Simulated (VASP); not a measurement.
Here is a VASP 6.6.1 calculation.

Contents of INCAR:

```
SYSTEM = Pt
PREC = Accurate
ENCUT = 520
EDIFF = 1E-6
ISMEAR = 0
SIGMA = 0.15
LREAL = .False.
LASPH = .True.
NELM = 60
ALGO = Normal
ISIF = 2
LWAVE = .False.
LCHARG = .False.
NBANDS = 11
```

KPOINTS

```
regular mesh
0
Gamma
  20 20 20
  0 0 0
```

POSCAR

```
Pt
1.0
    0.0973383644      1.9370334520      1.9370334520
    1.9370334520      0.0973383644      1.9370334520
    1.9370334520      1.9370334520      0.0973383644
Pt
1
Direct
    0.0000000000      0.0000000000      0.0000000000
```

Potentials or basis: VASP PAW LDA potentials, release 64 (Pt).

Launch:

```bash
$ cat potpaw_LDA.64/Pt/POTCAR > POTCAR
$ mpirun -np 1 vasp_std > vasp.out
```

Q: Estimate the pressure.

A: 40.8 GPa.

Q: What does it give for the band gap on the k mesh?

A: Zero (band 5 reaches 14.32 eV, above the bottom of band 6 at 11.44 eV).

Stress tensor (GPa, compression positive):
```
40.77 -8.46 -8.46
-8.46 40.77 -8.46
-8.46 -8.46 40.77
```

Caveat: spin-orbit coupling is left out, which moves the levels of the heavy elements.
